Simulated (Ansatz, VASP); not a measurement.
# Two plane-wave programs on CuO

```
Cu O
1.0
     3.17550    0.00000    0.00000
     0.00000    3.17550    0.00000
     0.00000    0.00000    4.64953
Cu O
2 2
Direct
  0.00000 0.00000 0.00000
  0.50000 0.50000 0.00000
  0.50000 0.00000 0.26700
  0.00000 0.50000 0.73300
```

Alike in both runs: functional LDA; k mesh 8 × 8 × 6; occupations fermi-dirac, width 0.05 eV; no spin polarisation; Hubbard terms Cu d U = 4.5 eV.

|  | VASP | Ansatz |
| --- | --- | --- |
| version | VASP 6.6.1 | Ansatz 0.2.0 |
| potentials or method | VASP PAW LDA potentials, release 64 (Cu, O) | Ansatz PAW |
| plane-wave cutoff (eV) | 520 | 420 |
| valence electrons in the cell | 34 | 50 |
| task | single point | band structure |

|  | VASP | Ansatz | Ansatz less VASP |
| --- | --- | --- | --- |
| gap on the k mesh at the Fermi level (eV) | none | none | - |
| pressure (GPa) | -0.6 | 5.7 | +6.29 |
| traceless stress, the component that is largest in VASP (GPa) | -20.34 | -20.53 | -0.197 |
| rms of the force components (eV/Å) | 0.776 | 0.490 | -0.2856 |

LDA's correlation is that of Perdew and Zunger in VASP and of Perdew and Wang (1992) in Ansatz. The programs project onto different local orbitals, so the same U acts differently, and such runs can settle in different states. Atom by atom the forces differ by 0.286 eV/Å (rms over components). A gap of «none» marks a metal or a gap that the smearing closes. VASP's potentials hold 34 valence electrons a cell and Ansatz's 50, so a difference there can come from the potentials and not from the codes.
